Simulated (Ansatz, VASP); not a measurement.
Two plane-wave programs on PbS

Contents of INCAR:

```
SYSTEM = PbS
ALGO = Normal
EDIFF = 1E-8
ENCUT = 520
GGA = PE
ISIF = 2
ISMEAR = -1
LASPH = .True.
LCHARG = .False.
LEFG = .True.
LREAL = .False.
LWAVE = .False.
NBANDS = 28
NELM = 80
PREC = Accurate
SIGMA = 0.01
```

File KPOINTS:

```
k-points
0
Gamma
  7 7 3
  0 0 0
```

Contents of POSCAR:

```
PbS
1.0
    2.9260000000     -2.8852975000      0.0002025000
    2.9550000000      2.9147025000      0.0292025000
   -1.0215035500      0.0531462000     11.7038897500
Pb S
2 2
Direct
    0.7756000000      0.7756000000      0.6363800000
    0.2244000000      0.2244000000      0.3636200000
    0.2684000000      0.2684000000      0.5986000000
    0.7316000000      0.7316000000      0.4014000000
```

Input for Ansatz:

```yaml
crystal:
  lattice:
    - [2.926, -2.8852975, 0.0002025]
    - [2.955, 2.9147025, 0.0292025]
    - [-1.02150355, 0.0531462, 11.70388975]
  atoms:
    - { symbol: Pb, position: [0.7756, 0.7756, 0.63638] }
    - { symbol: Pb, position: [0.2244, 0.2244, 0.36362] }
    - { symbol: S, position: [0.2684, 0.2684, 0.5986] }
    - { symbol: S, position: [0.7316, 0.7316, 0.4014] }
kpoints:
  mp_grid: { grid: [7, 7, 3] }
scf:
  occupations: { method: fermi_dirac, width: 0.01 }
hamiltonian:
  xc: pbe
  pseudopotentials: { kind: paw }
output:
  forces: true
  stress: true
  eigenvalues: true
  efg: { contact_densities: true }
```

Change from the starting cell: equal xy, yz and zx shear strains of +1 %, PAW files.

Alike in both runs: task electric field gradients; functional PBE; k mesh 7 × 7 × 3; occupations fermi-dirac, width 0.01 eV; no spin polarisation.

|  | VASP | Ansatz |
| --- | --- | --- |
| version | VASP 6.6.1 | Ansatz 0.2.0 |
| potentials or method | VASP PAW PBE potentials, release 64 (Pb_d, S) | PAW with Ansatz's default frozen-core files, scalar-relativistic |
| plane-wave cutoff (eV) | 520 | 420 |
| valence electrons in the cell | 40 | 40 |

|  | VASP | Ansatz | Ansatz less VASP |
| --- | --- | --- | --- |
| gap on the k mesh at the Fermi level (eV) | 1.27 | 1.27 | +0.002 |
| rms of the force components (eV/Å) | 0.171 | 0.169 | -0.0012 |
| size of Vzz on the site where it differs most (V/Å²) | 133.7 | 126.6 | -7.06 |

Atom by atom the forces differ by 0.002 eV/Å (rms over components).

Neither program's run includes spin-orbit coupling.
